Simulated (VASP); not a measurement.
The system is CsSe2N.

```
CELL_PARAMETERS angstrom
3.95731 0.00000 0.00000
-1.97866 3.42714 0.00000
0.00000 -2.28476 7.54330
ATOMIC_POSITIONS crystal
Se 0.23179 0.46358 0.69537
Se 0.76821 0.53642 0.30463
N 0.50000 0.00000 0.50000
Cs 0.00000 0.00000 0.00000
```

| Item | Value |
| --- | --- |
| Program | VASP 6.6.1 |
| Task | relaxation of cell and atoms |
| Functional | LDA |
| Potentials or basis | VASP PAW LDA potentials, release 64 (Se, N, Cs_sv) |
| Cutoff | 600 eV |
| k mesh | 6 × 6 × 6 |
| Occupations | methfessel-paxton, width 0.15 eV |
| Spin | no spin polarisation |

At the start: pressure -5.3 GPa; volume 25.58 Å³/atom.

**Question.** Where does the relaxation end?

**Answer.** Over 11 steps the energy falls by 385.8 meV/atom and the volume is 22.06 Å³/atom (-13.7 %); space group R-3m (No. 166, to 0.1 Å) before and after.

Step by step:
```tsv
step	energy change (eV)	largest force (eV/Å)	pressure (GPa)	volume (Å³)
1	0.0000	2.4504	-5.34	102.30
2	-0.8299	2.0406	-1.08	90.19
3	-1.0683	1.1701	6.60	80.54
4	-1.3979	0.4993	5.70	82.14
5	-1.3978	0.5627	5.72	82.19
6	-1.5255	0.1239	-1.57	90.89
7	-1.5348	0.0094	-0.27	88.95
8	-1.5406	0.0091	-0.18	88.67
9	-1.5433	0.0119	-0.02	88.29
10	-1.5433	0.0117	-0.03	88.30
11	-1.5433	0.0082	0.00	88.24
```

Final structure:
```
CELL_PARAMETERS angstrom
3.58576 0.00000 0.00000
-1.79288 3.10536 0.00000
0.00000 -2.07024 7.92441
ATOMIC_POSITIONS crystal
Se 0.21596 0.43192 0.64788
Se 0.78404 0.56808 0.35212
N 0.50000 0.00000 0.50000
Cs 0.00000 0.00000 0.00000
```
